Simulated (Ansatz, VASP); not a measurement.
## One calculation of CaO, two programs

```
CELL_PARAMETERS angstrom
0.00000 2.35574 2.35574
2.35574 0.00000 2.35574
2.35574 2.35574 0.00000
ATOMIC_POSITIONS crystal
Ca 0.00000 0.00000 0.00000
O 0.50000 0.50000 0.50000
```

Alike in both runs: functional LDA; k mesh 8 × 8 × 8; occupations gaussian, width 0.1 eV; no spin polarisation.

Ansatz relaxed the structure, and its values are those at the end. VASP's run is a single point on that final structure, the one shown.

|  | VASP | Ansatz |
| --- | --- | --- |
| version | VASP 6.6.1 | Ansatz 0.2.0 |
| potentials or method | VASP PAW LDA potentials, release 64 (Ca_sv, O), cutoff 600 eV | scalar-relativistic, plane waves, PAW |
| valence electrons in the cell | 16 | 16 |

|  | VASP | Ansatz | Ansatz less VASP |
| --- | --- | --- | --- |
| gap on the k mesh at the Fermi level (eV) | 3.42 | 3.45 | +0.028 |
| least direct gap on the mesh (eV) | 3.78 | 3.81 | +0.029 |
| pressure (GPa) | 0.6 | -0.3 | -0.89 |

Ansatz warns that its potentials were made for another functional, while VASP's fit it. LDA's correlation is that of Perdew and Zunger in VASP and of Perdew and Wang (1992) in Ansatz.
